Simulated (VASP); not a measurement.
# Sr3HfBi (Cm) in VASP: relaxation of cell and atoms with PBE

Aim: the relaxation of cell and atoms of Sr3HfBi with PBE.

All numbers are computed with VASP 6.6.1; they aren't measurements. Logs are shortened: lines on timing, memory, paths and dates and some standing lists are left out, and cuts for length are marked.

**1. The cell of the first run**

It takes space group Cm (No. 8, monoclinic). Conventional cell: a = 13.110 Å, b = 4.094 Å, c = 9.395 Å, α = 90.00°, β = 129.59°, γ = 90.00°. Within 4.7 Å of Sr (site symmetry m) lie 3 Bi at 3.58 to 3.92 Å and 8 Sr at 3.61 to 4.33 Å and 2 Hf at 3.65 Å. Within 4.8 Å of Sr (site symmetry m) lie 3 Bi at 3.62 to 4.56 Å and 3 Hf at 3.75 to 4.23 Å and 8 Sr at 3.95 to 4.15 Å. Within 4.7 Å of Sr (site symmetry m) lie 8 Sr at 3.61 to 4.33 Å and 2 Bi at 3.64 Å and 3 Hf at 3.69 to 3.89 Å. Within 3.9 Å of Hf (site symmetry m) lie 2 Bi at 2.96 Å and 7 Sr at 3.65 to 3.89 Å. Within 4.1 Å of Bi (site symmetry m) lie 2 Hf at 2.96 Å and 7 Sr at 3.58 to 3.92 Å and 2 Bi at 4.09 Å.

**2. Relaxation of cell and atoms, PBE**

Input file INCAR:

```
PREC = Accurate ; ENCUT = 500
EDIFF = 1E-7 ; ISMEAR = 0
SIGMA = 0.1 ; LREAL = False
LASPH = True ; NELM = 120
ALGO = Normal ; ISIF = 3
LWAVE = False ; LCHARG = False
GGA = PE ; IBRION = 2
NSW = 100 ; EDIFFG = -0.01
GGA_COMPAT = False ; NELMIN = 4
KPAR = 4
```

Input file KPOINTS:

```
Automatic mesh
0
Gamma
  10 10 6
```

Input file POSCAR:

```
Sr3HfBi
1.0
    6.5552455972     -2.0470369700      0.0000000000
    6.5552455972      2.0470369700      0.0000000000
   -5.9866071554      0.0000000000      7.2403040094
Sr Hf Bi
3 1 1
Direct
    0.9411378303      0.9411378303      0.9317934598
    0.7901556449      0.7901556449      0.1938669308
    0.6443100969      0.6443100969      0.4544844489
    0.4565540978      0.4565540978      0.6245948217
    0.1678423302      0.1678423302      0.7952603388
```

Potentials or basis: VASP PAW PBE potentials, release 64 (Sr_sv, Hf_pv, Bi_d).

On the command line:

```sh
> cat potpaw_PBE.64/Sr_sv/POTCAR potpaw_PBE.64/Hf_pv/POTCAR potpaw_PBE.64/Bi_d/POTCAR > POTCAR
> mpirun -np 4 vasp_std > vasp.out
```

OUTCAR:

```text
PREC = Accurate
   ENCUT = 500
   EDIFF = 1E-7
   ISMEAR = 0
   LREAL = False
   LASPH = True
   NELM = 120
   ISIF = 3
   GGA = PE
   IBRION = 2
   NSW = 100
   EDIFFG = -0.01
   NELMIN = 4

 ion  position               nearest neighbor table
   1  0.941  0.941  0.932-   5 3.58   5 3.58   3 3.61   4 3.65   4 3.65   5 3.92   2 4.02   2 4.10
                             2 4.10   3 4.33   3 4.33
   2  0.790  0.790  0.194-   5 3.62   5 3.62   4 3.75   4 3.75   3 3.95   1 4.02   1 4.10   1 4.10
                             3 4.15   3 4.15   4 4.23
   3  0.644  0.644  0.454-   1 3.61   5 3.64   5 3.64   4 3.69   4 3.89   4 3.89   2 3.95   2 4.15
                             2 4.15   1 4.33   1 4.33
   4  0.457  0.457  0.625-   5 2.96   5 2.96   1 3.65   1 3.65   3 3.69   2 3.75   2 3.75   3 3.89
                             3 3.89   2 4.23
   5  0.168  0.168  0.795-   4 2.96   4 2.96   1 3.58   1 3.58   2 3.62   2 3.62   3 3.64   3 3.64
                             1 3.92

  LATTYP: Found a base centered monoclinic cell.
 ALAT       =    13.1104911944
 B/A-ratio  =     0.3122746417
 C/A-ratio  =     0.7165831777
 COS(beta)  =    -0.6372284961

  Lattice vectors:

 A1 = (   6.5552455972,  -2.0470369700,   0.0000000000)
 A2 = (   6.5552455972,   2.0470369700,   0.0000000000)
 A3 = (  -5.9866071554,   0.0000000000,   7.2403040094)

Analysis of symmetry for initial positions (statically):
=====================================================================
 Subroutine PRICEL returns:
 Original cell was already a primitive cell.

 Routine SETGRP: Setting up the symmetry group for a
 base centered monoclinic supercell.

 Subroutine GETGRP returns: Found  2 space group operations
 (whereof  2 operations were pure point group operations)
 out of a pool of  4 trial point group operations.

The static configuration has the point symmetry C_1h.

Analysis of symmetry for dynamics (positions and initial velocities):
=====================================================================
 Subroutine PRICEL returns:
 Original cell was already a primitive cell.

 Routine SETGRP: Setting up the symmetry group for a
 base centered monoclinic supercell.

 Subroutine GETGRP returns: Found  2 space group operations
 (whereof  2 operations were pure point group operations)
 out of a pool of  4 trial point group operations.

The dynamic configuration has the point symmetry C_1h.

 Subroutine INISYM returns: Found  2 space group operations
 (whereof  2 operations are pure point group operations),
 and found     1 'primitive' translations

----------------------------------------------------------------------------------------

                                     Primitive cell

  volume of cell :     194.3128

  direct lattice vectors                    reciprocal lattice vectors
     6.555245597 -2.047036970  0.000000000     0.076274793 -0.244255481  0.063067410
     6.555245597  2.047036970  0.000000000     0.076274793  0.244255481  0.063067410
    -5.986607155  0.000000000  7.240304009     0.000000000  0.000000000  0.138115747

  length of vectors
     6.867430757  6.867430757  9.394757441     0.263545219  0.263545219  0.138115747

  position of ions in fractional coordinates (direct lattice)
     0.941137830  0.941137830  0.931793460
     0.790155645  0.790155645  0.193866931
     0.644310097  0.644310097  0.454484449
     0.456554098  0.456554098  0.624594822
     0.167842330  0.167842330  0.795260339

  ion indices of the primitive-cell ions
   primitive index   ion index
                 1           1
                 2           2
                 3           3
                 4           4
                 5           5

----------------------------------------------------------------------------------------

 KPOINTS: Automatic mesh

Automatic generation of k-mesh.
 Grid dimensions read from file:
 generate k-points for:   10   10    6

 Generating k-lattice:

  Cartesian coordinates                     Fractional coordinates (reciprocal lattice)
     0.007627479 -0.024425548  0.006306741     0.100000000  0.000000000  0.000000000
     0.007627479  0.024425548  0.006306741     0.000000000  0.100000000  0.000000000
     0.000000000  0.000000000  0.023019291     0.000000000  0.000000000  0.166666667

  Length of vectors
     0.026354522  0.026354522  0.023019291

  Shift w.r.t. Gamma in fractional coordinates (k-lattice)
     0.000000000  0.000000000  0.000000000

 Subroutine IBZKPT returns following result:
 ===========================================

 Found    172 irreducible k-points:

 Following reciprocal coordinates:
            Coordinates               Weight
  0.000000  0.000000  0.000000      1.000000
  0.100000  0.000000  0.000000      4.000000
  0.200000  0.000000  0.000000      4.000000
  0.300000  0.000000  0.000000      4.000000
  0.400000  0.000000  0.000000      4.000000
  0.500000 -0.000000  0.000000      2.000000
[... 16 lines left out ...]
  0.300000  0.300000  0.000000      2.000000
  0.400000  0.300000  0.000000      4.000000
 [... further k-points ...]
   k-points           NKPTS =    172   k-points in BZ     NKDIM =    172   number of bands    NBANDS=     33
   number of dos      NEDOS =    301   number of ions     NIONS =      5
   total plane-waves  NPLWV = 175000
   dimension x,y,z NGX =    50 NGY =   50 NGZ =   70
   dimension x,y,z NGXF=   100 NGYF=  100 NGZF=  140
   ions per type =               3   1   1
   NGX,Y,Z   is equivalent  to a cutoff of  12.10, 12.10, 12.39 a.u.
   NGXF,Y,Z  is equivalent  to a cutoff of  24.21, 24.21, 24.77 a.u.
 SYSTEM =  unknown system
   PREC   = accura    normal or accurate (medium, high low for compatibility)
   ISTART =      0    job   : 0-new  1-cont  2-samecut
   ICHARG =      2    charge: 1-file 2-atom 10-const
   ISPIN  =      1    spin polarized calculation?
   LNONCOLLINEAR =      F non collinear calculations
   LSORBIT =      F    spin-orbit coupling
   LASPH  =      T    aspherical Exc in radial PAW
   ENCUT  =  500.0 eV  36.75 Ry    6.06 a.u.  12.52 12.52 17.13*2*pi/ulx,y,z
   NELM   =    120;   NELMIN=  4; NELMDL= -5     # of ELM steps
   EDIFF  = 0.1E-06   stopping-criterion for ELM
   LREAL  =      F    real-space projection
   EDIFFG = -.1E-01   stopping-criterion for IOM
   NSW    =    100    number of steps for IOM
   IBRION =      2    ionic relax: 0-MD 1-quasi-New 2-CG
   NFREE  =      1    steps in history (QN), initial steepest desc. (CG)
   ISIF   =      3    stress and relaxation
   ISYM   =      2    0-nonsym 1-usesym 2-fastsym
   POTIM  = 0.5000    time-step for ionic-motion
   TEBEG  =    0.0;   TEEND  =   0.0 temperature during run
   PSTRESS=    0.0 pullay stress
   NELECT =      55.0000    total number of electrons
   NUPDOWN=      -1.0000    fix difference up-down
   EMIN   =  10.00;   EMAX   =-10.00  energy-range for DOS
   EFERMI =   0.00;   METHOD = LEGACY
   ISMEAR =     0;   SIGMA  =   0.10  broadening in eV -4-tet -1-fermi 0-gaus
   EFERMI_NEDOS =   21; number of points for ismear=-14 and -15
   IALGO  =     38    algorithm
   IMIX   =      4    mixing-type and parameters
     AMIX     =   0.40;   BMIX     =  1.00
     AMIX_MAG =   1.60;   BMIX_MAG =  1.00
  volume/ion in A,a.u.               =      38.86       262.26
  Fermi-wavevector in a.u.,A,eV,Ry     =   1.074885  2.031238 15.719862  1.155377
  Thomas-Fermi vector in A             =   2.210726
   LORBIT       =      0    0 simple, 1 ext, 2 COOP (PROOUT), +10 PAW based schemes
   GGA     = PE    functional components
   LHFCALC =     F    Hartree Fock is set to
   AEXX    =    0.0000 exact exchange contribution
   IVDW    =     0    specifies the selected vdW correction
   LEPSILON=     F    determine dielectric tensor
   LRPA    =     F    only Hartree local field effects (RPA)
 conjugate gradient relaxation of ions
 non-spin polarized calculation
 Gauss-broadening in eV      SIGMA  =   0.10
  energy-cutoff  :      500.00
  volume of cell :      194.31
 maximum number of plane-waves:      4964
   NGX = 25   NGY = 25   NGZ = 35

--------------------------------------- Ionic step        1  -------------------------------------------

 number of electron      55.0000000 magnetization

 Free energy of the ion-electron system (eV)
  ---------------------------------------------------
  ext. energy  EPLUGINS =         0.00000000
  ---------------------------------------------------
  free energy    TOTEN  =       -18.62089601 eV

  energy without entropy =      -18.57567527  energy(sigma->0) =      -18.59828564

------------------------ aborting loop because EDIFF is reached ----------------------------------------

  FORCE on cell =-STRESS in cart. coord.  units (eV):
  Direction    XX          YY          ZZ          XY          YZ          ZX
  --------------------------------------------------------------------------------------
  -------------------------------------------------------------------------------------
  Total       -0.0231219     -0.0483124      0.0054835      0.0000000      0.0000000      0.0522850
  in kB       -0.1906485     -0.3983525      0.0452132      0.0000000      0.0000000      0.4311082
  external PRESSURE =      -0.1812626 kB  Pullay stress =       0.0000000 kB
[... 98 lines left out ...]
  FREE ENERGIE OF THE ION-ELECTRON SYSTEM (eV)
  ---------------------------------------------------
  free  energy   TOTEN  =       -18.6212242424 eV

  energy  without entropy=      -18.5759195984  energy(sigma->0) =      -18.59857192

[... ionic steps 4 to 8 ...]

--------------------------------------- Ionic step        9  -------------------------------------------

 number of electron      55.0000002 magnetization

------------------------ aborting loop because EDIFF is reached ----------------------------------------
[... 73 lines left out ...]
--------------------------------------- Ionic step       11  -------------------------------------------

 number of electron      55.0000002 magnetization

 Free energy of the ion-electron system (eV)
  ---------------------------------------------------
  ext. energy  EPLUGINS =         0.00000000
  ---------------------------------------------------
  free energy    TOTEN  =       -18.62152828 eV

  energy without entropy =      -18.57596765  energy(sigma->0) =      -18.59874797

 E-fermi :   3.2182     XC(G=0):  -8.6392

 val. band max:        3.2181252495   @ k =  -0.2000   0.3000   0.1667
 cond. band min:       3.2185388453   @ k =  -0.1000   0.5000   0.3333
 fundamental gap:      0.0004135958
 Fermi energy:         3.2181597974

 k-point     1 :       0.0000    0.0000    0.0000
  band No.  band energies     occupation
      1     -32.8578      2.00000
      2     -32.7818      2.00000
      3     -32.7579      2.00000
      4     -28.3889      2.00000
      5     -28.3365      2.00000
      6     -28.3136      2.00000
[... 853 lines left out ...]
     32       4.6825      0.00000
     33       4.9006      0.00000

 [... further k-points ...]

------------------------ aborting loop because EDIFF is reached ----------------------------------------

  FORCE on cell =-STRESS in cart. coord.  units (eV):
  Direction    XX          YY          ZZ          XY          YZ          ZX
  --------------------------------------------------------------------------------------
  -------------------------------------------------------------------------------------
  Total       -0.0208004     -0.0051971     -0.0103188      0.0000000      0.0000000      0.0194988
  in kB       -0.1714113     -0.0428281     -0.0850346      0.0000000      0.0000000      0.1606857
  external PRESSURE =      -0.0997580 kB  Pullay stress =       0.0000000 kB
[... 20 lines left out ...]
  FREE ENERGIE OF THE ION-ELECTRON SYSTEM (eV)
  ---------------------------------------------------
  free  energy   TOTEN  =       -18.6215282803 eV

  energy  without entropy=      -18.5759676512  energy(sigma->0) =      -18.59874797

 reached required accuracy - stopping structural energy minimisation
```

Wall time 83 min (4 MPI ranks of Intel Xeon Platinum 8375C at 2.90GHz (Ice Lake), shared host); peak memory 1.2 GiB.

What came out:

* Free energy: -18.6215 eV
* Relaxed volume: 38.88 Å³/atom
* Relaxed cell: a = 6.864 Å, b = 6.864 Å, c = 9.390 Å, α = 127.25°, β = 127.25°, γ = 34.63°
* Space group after relaxing (to 0.1 Å): Cm (No. 8)
* Energy gained by relaxing: 0.1 meV/atom
* Ionic steps: 11
* Pressure after relaxing: 0.0 GPa
* Largest force after relaxing: 0.010 eV/Å
* Band gap on the k mesh: zero (an odd number of electrons rules out a gap without spin polarisation)

Forces in eV/Å, atoms in the order of the input:
```
Sr  -0.001  0.000 -0.008
Sr   0.001  0.000  0.000
Sr  -0.001  0.000  0.008
Hf  -0.006  0.000 -0.008
Bi   0.006  0.000  0.007
```

The path:
```
step  energy change (eV)  largest force (eV/Å)  pressure (GPa)  volume (Å³)
   1              0.0000                0.0294           -0.02       194.31
   2             -0.0001                0.0264            0.00       194.19
   3             -0.0003                0.0212            0.06       193.82
   4             -0.0004                0.0165            0.03       194.00
   5             -0.0005                0.0165            0.01       194.13
   6             -0.0005                0.0208           -0.03       194.41
   7             -0.0005                0.0177            0.00       194.21
   8             -0.0005                0.0161           -0.01       194.25
   9             -0.0006                0.0112           -0.01       194.35
  10             -0.0006                0.0192           -0.01       194.55
  11             -0.0006                0.0100           -0.01       194.42
```

Final structure:
```cif
data_structure
_symmetry_space_group_name_H-M 'P 1'
_symmetry_Int_Tables_number 1
_cell_length_a 6.8638
_cell_length_b 6.8638
_cell_length_c 9.3898
_cell_angle_alpha 127.247
_cell_angle_beta 127.247
_cell_angle_gamma 34.632
_cell_volume 194.42
loop_
_atom_site_label
_atom_site_type_symbol
_atom_site_fract_x
_atom_site_fract_y
_atom_site_fract_z
_atom_site_occupancy
Sr1 Sr 0.94054 0.94054 0.93118 1
Sr2 Sr 0.79058 0.79058 0.19436 1
Sr3 Sr 0.64444 0.64444 0.45365 1
Hf1 Hf 0.45676 0.45676 0.62397 1
Bi1 Bi 0.16767 0.16767 0.79684 1
```

Caveat: spin-orbit coupling is left out, which moves the levels of the heavy elements.
